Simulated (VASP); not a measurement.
# AlN (Pmn2_1) in VASP: a series of runs, part 2 of 3

VASP 6.6.1. The steps go on from the part before.

**3. Single point, r2SCAN**

This run uses another cell than the first one, of 12.12 Å³/atom, 1.049 times its volume.

Input file POSCAR:

```
AlN
1.0
    4.3698012523      0.0000000000      0.0000000000
    0.0000000000      2.1849006262     -2.1849006262
    0.0000000000      7.6153620503      7.6153620503
Al N
6 6
Direct
    0.0000000000      0.0000000000      0.2151658994
    0.5000000000      0.5000000000      0.3586193959
    0.0000000000      0.0000000000      0.5020728923
    0.5000000000      0.5000000000      0.6455263888
    0.0000000000      0.0000000000      0.7889798853
    0.5000000000      0.5000000000      0.0717124029
    0.7500000000      0.0000000000      0.3586193959
    0.2500000000      0.5000000000      0.5020728923
    0.7500000000      0.0000000000      0.6455263888
    0.2500000000      0.5000000000      0.7889798853
    0.7500000000      0.0000000000      0.0717124029
    0.2500000000      0.5000000000      0.2151658994
```

Input file INCAR.step1:

```
PREC = Accurate ; ENCUT = 520
ISMEAR = 0 ; SIGMA = 0.05
LREAL = F ; LASPH = T
NELM = 100 ; NBANDS = 36
GGA = PE ; ALGO = Normal
EDIFF = 1E-4 ; LWAVE = T
LCHARG = F
```

Input file INCAR.step2:

```
PREC = Accurate ; ENCUT = 520
EDIFF = 1E-6 ; ISMEAR = 0
SIGMA = 0.05 ; LREAL = F
LASPH = T ; NELM = 100
ALGO = Normal ; ISIF = 2
LWAVE = F ; LCHARG = F
METAGGA = R2SCAN ; LMIXTAU = T
NBANDS = 36 ; ISTART = 1
```

Input file KPOINTS:

```
Automatic mesh
0
Gamma
  5 7 3
```

Potentials or basis: VASP PAW PBE potentials, release 64 (Al, N).

Command:

```
cat potpaw_PBE.64/Al/POTCAR potpaw_PBE.64/N/POTCAR > POTCAR
cp INCAR.step1 INCAR
mpirun -np 1 vasp_std > vasp.out
cp INCAR.step2 INCAR
mpirun -np 1 vasp_std > vasp.out
```

OUTCAR:

```text
PREC = Accurate
   ENCUT = 520
   EDIFF = 1E-6
   ISMEAR = 0
   LREAL = F
   LASPH = T
   NELM = 100
   ISIF = 2
   METAGGA = R2SCAN
   ISTART = 1

 ion  position               nearest neighbor table
   1  0.000  0.000  0.215-  12 1.89  12 1.89   7 1.89  11 1.89   3 3.09   2 3.09   2 3.09   6 3.09
                             6 3.09   2 3.09   6 3.09   2 3.09   6 3.09
   2  0.500  0.500  0.359-   8 1.89   7 1.89   7 1.89  12 1.89   4 3.09   3 3.09   3 3.09   3 3.09
                             3 3.09   1 3.09   1 3.09   1 3.09   1 3.09   6 3.09
   3  0.000  0.000  0.502-   7 1.89   8 1.89   8 1.89   9 1.89   1 3.09   2 3.09   2 3.09   2 3.09
                             2 3.09   4 3.09   4 3.09   4 3.09   4 3.09   5 3.09
   4  0.500  0.500  0.646-   9 1.89   9 1.89  10 1.89   8 1.89   2 3.09   3 3.09   3 3.09   5 3.09
                             5 3.09   3 3.09   5 3.09   3 3.09   5 3.09
   5  0.000  0.000  0.789-  10 1.89  10 1.89   9 1.89   4 3.09   4 3.09   4 3.09   4 3.09   3 3.09

   6  0.500  0.500  0.072-  11 1.89  11 1.89  12 1.89   1 3.09   1 3.09   1 3.09   1 3.09   2 3.09

   7  0.750  0.000  0.359-   3 1.89   2 1.89   2 1.89   1 1.89
   8  0.250  0.500  0.502-   2 1.89   3 1.89   3 1.89   4 1.89
   9  0.750  0.000  0.646-   4 1.89   4 1.89   5 1.89   3 1.89
  10  0.250  0.500  0.789-   5 1.89   5 1.89   4 1.89
  11  0.750  0.000  0.072-   6 1.89   6 1.89   1 1.89
  12  0.250  0.500  0.215-   1 1.89   1 1.89   6 1.89   2 1.89

  LATTYP: Found a simple orthorhombic cell.
 ALAT       =     3.0899160980
 B/A-ratio  =     1.4142135623
 C/A-ratio  =     3.4854500745

  Lattice vectors:

 A1 = (   0.0000000000,  -2.1849006262,   2.1849006262)
 A2 = (   4.3698012523,   0.0000000000,   0.0000000000)
 A3 = (   0.0000000000,   7.6153620503,   7.6153620503)

Analysis of symmetry for initial positions (statically):
=====================================================================
 Subroutine PRICEL returns:
[... 173 lines left out ...]
   LEPSILON=     F    determine dielectric tensor
   LRPA    =     F    only Hartree local field effects (RPA)
 non-spin polarized calculation
 Gauss-broadening in eV      SIGMA  =   0.05
  energy-cutoff  :      520.00
  volume of cell :      145.42
 maximum number of plane-waves:      3940
   NGX = 17   NGY = 11   NGZ = 41

 number of electron      48.0000009 magnetization

 Free energy of the ion-electron system (eV)
  ---------------------------------------------------
  ext. energy  EPLUGINS =         0.00000000
  ---------------------------------------------------
  free energy    TOTEN  =      -110.84206600 eV

  energy without entropy =     -110.84206600  energy(sigma->0) =     -110.84206600

 E-fermi :   4.8524     XC(G=0): -10.5913

 val. band max:        4.6179534751   @ k =   0.0000   0.2857   0.0000
 cond. band min:       7.0168595027   @ k =   0.0000   0.0000   0.0000
 fundamental gap:      2.3989060275
 Fermi energy:         4.8523922883

 k-point     1 :       0.0000    0.0000    0.0000
  band No.  band energies     occupation
      1     -11.4517      2.00000
      2     -10.7632      2.00000
      3      -9.8734      2.00000
      4      -9.1496      2.00000
      5      -8.6631      2.00000
      6      -8.5818      2.00000
[... 925 lines left out ...]
     35      14.7837      0.00000
     36      15.1764      0.00000

------------------------ aborting loop because EDIFF is reached ----------------------------------------

  FORCE on cell =-STRESS in cart. coord.  units (eV):
  Direction    XX          YY          ZZ          XY          YZ          ZX
  --------------------------------------------------------------------------------------
  -------------------------------------------------------------------------------------
  Total       -6.0716757     -5.5975592     -5.5975592      0.0000000     -3.0456456      0.0000000
  in kB      -66.8967816    -61.6730398    -61.6730398      0.0000000    -33.5564508      0.0000000
  external PRESSURE =     -63.4142871 kB  Pullay stress =       0.0000000 kB

 VOLUME and BASIS-vectors are now :
 -----------------------------------------------------------------------------
  energy-cutoff  :      520.00
  volume of cell :      145.42
      direct lattice vectors                 reciprocal lattice vectors
     4.369801252  0.000000000  0.000000000     0.228843360  0.000000000  0.000000000
     0.000000000  2.184900626 -2.184900626     0.000000000  0.228843360 -0.228843360
     0.000000000  7.615362050  7.615362050     0.000000000  0.065656760  0.065656760

 POSITION                                       TOTAL-FORCE (eV/Angst)
 -----------------------------------------------------------------------------------
      0.00000      1.63857      1.63857        -0.379489     -0.536208     -0.536208
      2.18490      3.82347      1.63857         0.168892     -0.013830     -0.013830
      0.00000      3.82347      3.82347         0.168892      0.013830      0.013830
      2.18490      6.00837      3.82347        -0.379489      0.536208      0.536208
      0.00000      6.00837      6.00837         2.180496     -0.359633     -0.359633
      2.18490      1.63857     -0.54633         2.180496      0.359633      0.359633
      3.27735      2.73102      2.73102        -0.009199      0.172867      0.172867
      1.09245      4.91592      2.73102        -0.009199     -0.172867     -0.172867
      3.27735      4.91592      4.91592        -0.337526      0.368789      0.368789
      1.09245      7.10082      4.91592        -1.623173      0.633079      0.633079
      3.27735      0.54612      0.54612        -1.623173     -0.633079     -0.633079
      1.09245      2.73102      0.54612        -0.337526     -0.368789     -0.368789
 -----------------------------------------------------------------------------------
    total drift:                               -0.001022     -0.000264     -0.000264

  FREE ENERGIE OF THE ION-ELECTRON SYSTEM (eV)
  ---------------------------------------------------
  free  energy   TOTEN  =      -110.8420660042 eV

  energy  without entropy=     -110.8420660042  energy(sigma->0) =     -110.84206600
```

OUTCAR.step1:

```text
PREC = Accurate
   ENCUT = 520
   ISMEAR = 0
   LREAL = F
[... 1203 lines left out ...]
      3.27735      4.91592      4.91592        -0.333860      0.350425      0.350425
      1.09245      7.10082      4.91592        -1.402846      0.713039      0.713039
      3.27735      0.54612      0.54612        -1.402846     -0.713039     -0.713039
      1.09245      2.73102      0.54612        -0.333860     -0.350425     -0.350425
 -----------------------------------------------------------------------------------
    total drift:                                0.002263     -0.000083     -0.000083

  FREE ENERGIE OF THE ION-ELECTRON SYSTEM (eV)
  ---------------------------------------------------
  free  energy   TOTEN  =       -85.2836079996 eV

  energy  without entropy=      -85.2836079996  energy(sigma->0) =      -85.28360800
```

OSZICAR.step1:

```text
N       E                     dE             d eps       ncg     rms          rms(c)
DAV:   1     0.190963571847E+03    0.19096E+03   -0.21874E+04  1728   0.118E+03
DAV:   2    -0.813089224356E+02   -0.27227E+03   -0.25650E+03  2280   0.239E+02
DAV:   3    -0.101225022300E+03   -0.19916E+02   -0.19757E+02  2232   0.684E+01
DAV:   4    -0.101517347266E+03   -0.29232E+00   -0.29193E+00  2136   0.930E+00
DAV:   5    -0.101523252353E+03   -0.59051E-02   -0.59025E-02  2228   0.130E+00    0.216E+01
DAV:   6    -0.855668650176E+02    0.15956E+02   -0.58617E+01  2104   0.329E+01    0.784E+00
DAV:   7    -0.854142450836E+02    0.15262E+00   -0.21351E+00  2032   0.717E+00    0.508E+00
DAV:   8    -0.852851352682E+02    0.12911E+00   -0.33596E-01  2112   0.338E+00    0.120E+00
DAV:   9    -0.852823478746E+02    0.27874E-02   -0.44226E-02  2144   0.114E+00    0.442E-01
DAV:  10    -0.852832687744E+02   -0.92090E-03   -0.41437E-03  2140   0.418E-01    0.175E-01
DAV:  11    -0.852835541423E+02   -0.28537E-03   -0.12355E-03  2144   0.239E-01    0.608E-02
DAV:  12    -0.852836079996E+02   -0.53857E-04   -0.48511E-04  2024   0.133E-01
   1 F= -.85283608E+02 E0= -.85283608E+02  d E =-.255380E-12
```

Wall time 2.8 min (1 thread of Intel Xeon 6975P-C (Granite Rapids), shared host); peak memory 0.29 GiB.

Results:

- Free energy: -110.8421 eV
- Pressure: -6.3 GPa
- Largest force: 2.239 eV/Å
- Band gap on the k mesh: 2.40 eV, indirect (least direct gap 2.52 eV)

Forces on the atoms (eV/Å):
```
Al  -0.379 -0.536 -0.536
Al   0.169 -0.014 -0.014
Al   0.169  0.014  0.014
Al  -0.379  0.536  0.536
Al   2.180 -0.360 -0.360
Al   2.180  0.360  0.360
N   -0.009  0.173  0.173
N   -0.009 -0.173 -0.173
N   -0.338  0.369  0.369
N   -1.623  0.633  0.633
N   -1.623 -0.633 -0.633
N   -0.338 -0.369 -0.369
```

Stress tensor (GPa, compression positive):
```
-6.69  0.00  0.00
 0.00 -6.17 -3.36
 0.00 -3.36 -6.17
```

Caveat: the PAW data sets were made with another functional, which shifts forces and pressure a little. A k mesh can miss the band edges.

**4. Single point, r2SCAN**

This run uses another cell than the first one, of 12.68 Å³/atom, 1.097 times its volume.

Input file POSCAR:

```
AlN
1.0
    4.3698012523      0.0000000000      0.0000000000
    0.0000000000      2.1849006262     -2.1849006262
    0.0000000000      7.9689154409      7.9689154409
Al N
6 6
Direct
    0.0000000000      0.0000000000      0.2056197279
    0.5000000000      0.5000000000      0.3427086858
    0.0000000000      0.0000000000      0.4797976436
    0.5000000000      0.5000000000      0.6168866015
    0.0000000000      0.0000000000      0.7539755593
    0.5000000000      0.5000000000      0.0685307700
    0.7500000000      0.0000000000      0.3427086858
    0.2500000000      0.5000000000      0.4797976436
    0.7500000000      0.0000000000      0.6168866015
    0.2500000000      0.5000000000      0.7539755593
    0.7500000000      0.0000000000      0.0685307700
    0.2500000000      0.5000000000      0.2056197279
```

Edit INCAR.step1 of step 3 so:

```diff
@@ -3,3 +3,3 @@
 LREAL = F ; LASPH = T
-NELM = 100 ; NBANDS = 36
+NELM = 80 ; NBANDS = 36
 GGA = PE ; ALGO = Normal
```

Edit INCAR.step2 of step 3 so:

```diff
@@ -3,3 +3,3 @@
 SIGMA = 0.05 ; LREAL = F
-LASPH = T ; NELM = 100
+LASPH = T ; NELM = 80
 ALGO = Normal ; ISIF = 2
```

Input file KPOINTS:

```
regular mesh
0
Gamma
  5 7 3
```

Potentials or basis: VASP PAW PBE potentials, release 64 (Al, N).

Command:

```
cat potpaw_PBE.64/Al/POTCAR potpaw_PBE.64/N/POTCAR > POTCAR
cp INCAR.step1 INCAR
mpirun -np 1 vasp_std > vasp.out
cp INCAR.step2 INCAR
mpirun -np 1 vasp_std > vasp.out
```

OUTCAR:

```text
PREC = Accurate
   ENCUT = 520
   EDIFF = 1E-6
   ISMEAR = 0
   LREAL = F
   LASPH = T
   NELM = 80
   ISIF = 2
   METAGGA = R2SCAN
   ISTART = 1

 ion  position               nearest neighbor table
   1  0.000  0.000  0.206-  12 1.89  12 1.89   7 1.89  11 1.89   3 3.09   2 3.09   2 3.09   6 3.09
                             6 3.09   2 3.09   6 3.09   2 3.09   6 3.09
   2  0.500  0.500  0.343-   8 1.89   7 1.89   7 1.89  12 1.89   3 3.09   3 3.09   3 3.09   3 3.09
                             4 3.09   1 3.09   1 3.09   1 3.09   1 3.09   6 3.09
[... 1174 lines left out ...]
 VOLUME and BASIS-vectors are now :
 -----------------------------------------------------------------------------
  energy-cutoff  :      520.00
  volume of cell :      152.17
      direct lattice vectors                 reciprocal lattice vectors
     4.369801252  0.000000000  0.000000000     0.228843360  0.000000000  0.000000000
     0.000000000  2.184900626 -2.184900626     0.000000000  0.228843360 -0.228843360
     0.000000000  7.968915441  7.968915441     0.000000000  0.062743795  0.062743795

 POSITION                                       TOTAL-FORCE (eV/Angst)
 -----------------------------------------------------------------------------------
      0.00000      1.63857      1.63857        -0.448053     -0.539956     -0.539956
      2.18490      3.82347      1.63857         0.187036     -0.009651     -0.009651
      0.00000      3.82347      3.82347         0.187036      0.009651      0.009651
      2.18490      6.00837      3.82347        -0.448053      0.539956      0.539956
      0.00000      6.00837      6.00837         2.522456     -0.832712     -0.832712
      2.18490      1.63857     -0.54633         2.522456      0.832712      0.832712
      3.27735      2.73102      2.73102        -0.006007      0.196734      0.196734
      1.09245      4.91592      2.73102        -0.006007     -0.196734     -0.196734
      3.27735      4.91592      4.91592        -0.400821      0.387788      0.387788
      1.09245      7.10082      4.91592        -1.854610      0.516676      0.516676
      3.27735      0.54612      0.54612        -1.854610     -0.516676     -0.516676
      1.09245      2.73102      0.54612        -0.400821     -0.387788     -0.387788
 -----------------------------------------------------------------------------------
    total drift:                               -0.001817      0.000129      0.000129

  FREE ENERGIE OF THE ION-ELECTRON SYSTEM (eV)
  ---------------------------------------------------
  free  energy   TOTEN  =      -110.2794986053 eV

  energy  without entropy=     -110.2794986053  energy(sigma->0) =     -110.27949861
```

OUTCAR.step1:

```text
PREC = Accurate
   ENCUT = 520
   ISMEAR = 0
   LREAL = F
[... 1203 lines left out ...]
      3.27735      4.91592      4.91592        -0.396462      0.369251      0.369251
      1.09245      7.10082      4.91592        -1.616505      0.614188      0.614188
      3.27735      0.54612      0.54612        -1.616505     -0.614188     -0.614188
      1.09245      2.73102      0.54612        -0.396462     -0.369251     -0.369251
 -----------------------------------------------------------------------------------
    total drift:                                0.000862      0.000063      0.000063

  FREE ENERGIE OF THE ION-ELECTRON SYSTEM (eV)
  ---------------------------------------------------
  free  energy   TOTEN  =       -84.7674211567 eV

  energy  without entropy=      -84.7674211567  energy(sigma->0) =      -84.76742116
```

It took 2.8 min on 1 thread of Intel Xeon 6975P-C (Granite Rapids), shared host; peak memory 0.3 GiB.

What came out:

```
Free energy            : -110.2795 eV
Pressure               : -5.8 GPa
Largest force          : 2.784 eV/Å
Band gap on the k mesh : 1.95 eV, indirect (least direct gap 2.16 eV)
```

Forces in eV/Å, atoms in the order of the input:
```
Al  -0.448 -0.540 -0.540
Al   0.187 -0.010 -0.010
Al   0.187  0.010  0.010
Al  -0.448  0.540  0.540
Al   2.522 -0.833 -0.833
Al   2.522  0.833  0.833
N   -0.006  0.197  0.197
N   -0.006 -0.197 -0.197
N   -0.401  0.388  0.388
N   -1.855  0.517  0.517
N   -1.855 -0.517 -0.517
N   -0.401 -0.388 -0.388
```

Stress tensor (GPa, compression positive):
```
-7.42  0.00  0.00
 0.00 -5.02 -1.74
 0.00 -1.74 -5.02
```

Caveat: the PAW data sets were made with another functional, which shifts forces and pressure a little. r2SCAN opens gaps a little over a GGA but as a rule still falls short of measured ones.

(Continued in part 3 of 3.)
